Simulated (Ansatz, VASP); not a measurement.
# Cu in VASP and in Ansatz

The input INCAR:

```
  ALGO = Fast
  EDIFF = 1E-6
  ENCUT = 520
  GGA = PS
  ISIF = 2
  ISMEAR = 0
  LASPH = T
  LCHARG = F
  LREAL = F
  LWAVE = F
  NBANDS = 18
  NELM = 100
  PREC = Accurate
  SIGMA = 0.1
```

Contents of KPOINTS:

```
k-points
0
Gamma
  24 24 12
```

POSCAR

```
Cu
1.0
    2.5205910252      0.0000000000      0.0000000000
   -1.2602955126      2.1828958604      0.0000000000
    0.0000000000      0.0000000000      4.1165232675
Cu
2
Direct
    0.3333333333      0.6666666667      0.2500000000
    0.6666666667      0.3333333333      0.7500000000
```

Input for Ansatz:

```yaml
crystal:
  lattice:
    - [2.5205910252, 0.0, 0.0]
    - [-1.2602955126, 2.1828958604, 0.0]
    - [0.0, 0.0, 4.1165232675]
  atoms:
    - { symbol: Cu, position: [0.3333333333, 0.6666666667, 0.25] }
    - { symbol: Cu, position: [0.6666666667, 0.3333333333, 0.75] }
basis:
  ecutwfc: 420
kpoints:
  mp_grid: { grid: [24, 24, 12] }
hamiltonian:
  xc: pbesol
scf:
  occupations: { method: gaussian, width: 0.1 }
output:
  forces: true
  stress: true
  eigenvalues: true
```

Alike in both runs: task single point; functional PBEsol; k mesh 24 × 24 × 12; occupations gaussian, width 0.1 eV; no spin polarisation.

|  | VASP | Ansatz |
| --- | --- | --- |
| version | VASP 6.6.1 | Ansatz 0.2.0 |
| potentials or method | VASP PAW PBE potentials, release 64 (Cu), cutoff 520 eV | scalar-relativistic, plane waves, PAW |
| valence electrons in the cell | 22 | 38 |

```tsv
	VASP	Ansatz	Ansatz less VASP
gap on the k mesh at the Fermi level (eV)	none	none	-
pressure (GPa)	0.8	0.0	-0.81
traceless stress, the component that is largest in VASP (GPa)	0.46	0.46	-0.005
```

VASP's potentials were made for PBE, not for PBEsol. A gap of «none» marks a metal or a gap that the smearing closes. The functional is the same, so the differences come from potentials, cutoffs and numerics. VASP's potentials hold 22 valence electrons a cell and Ansatz's 38, so a difference there can come from the potentials and not from the codes.
